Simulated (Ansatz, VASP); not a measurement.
# One calculation of Hf, two programs

The input INCAR:

```
SYSTEM = Hf
PREC = Accurate
ENCUT = 520
EDIFF = 1E-7
ISMEAR = 0
SIGMA = 0.15
LREAL = .False.
LASPH = .True.
NELM = 100
ALGO = Fast
ISIF = 2
LWAVE = .False.
LCHARG = .False.
GGA = PS
NBANDS = 17
```

File KPOINTS:

```
Automatic mesh
0
Gamma
  18 18 10
  0 0 0
```

The input POSCAR:

```
Hf
1.0
    3.1007975685      0.0000000000      0.0000000000
   -1.5503987842      2.6853694663      0.0000000000
    0.0000000000      0.0000000000      4.9819330000
Hf
2
Direct
    0.3333333333      0.6666666667      0.2500000000
    0.6666666667      0.3333333333      0.7500000000
```

Input for Ansatz:

```yaml
crystal:
  lattice:
    - [3.1007975685, 0.0, 0.0]
    - [-1.5503987842, 2.6853694663, 0.0]
    - [0.0, 0.0, 4.981933]
  atoms:
    - { symbol: Hf, position: [0.3333333333, 0.6666666667, 0.25] }
    - { symbol: Hf, position: [0.6666666667, 0.3333333333, 0.75] }
basis:
  ecutwfc: 420
kpoints:
  mp_grid: { grid: [18, 18, 10] }
hamiltonian:
  xc: pbesol
scf:
  occupations: { method: gaussian, width: 0.15 }
output:
  forces: true
  stress: true
  eigenvalues: true
```

Change from the starting cell: strain -0.030 along x and y, -0.015 along z, atoms carried along.

Alike in both runs: task single point; functional PBEsol; k mesh 18 × 18 × 10; occupations gaussian, width 0.15 eV; no spin polarisation.

|  | VASP | Ansatz |
| --- | --- | --- |
| version | VASP 6.6.1 | Ansatz 0.2.0 |
| potentials or method | VASP PAW PBE potentials, release 64 (Hf_pv), cutoff 520 eV | scalar-relativistic, plane waves, PAW |
| valence electrons in the cell | 20 | 52 |

VASP gave:

```
gap on the k mesh at the Fermi level (eV)                     : none
pressure (GPa)                                                : 4.5
traceless stress, the component that is largest in VASP (GPa) : -1.26
```

Task: What did Ansatz give for the same quantities?

Result: gap on the k mesh at the Fermi level (eV): none; pressure (GPa): 4.9; traceless stress, the component that is largest in VASP (GPa): -1.18.

VASP's potentials were made for PBE, not for PBEsol. A gap of «none» marks a metal or a gap that the smearing closes. With one functional, cell and mesh, what is left measures potentials, basis and numerics. VASP's potentials hold 20 valence electrons a cell and Ansatz's 52, so a difference there can come from the potentials and not from the codes.

Neither program's run includes spin-orbit coupling.
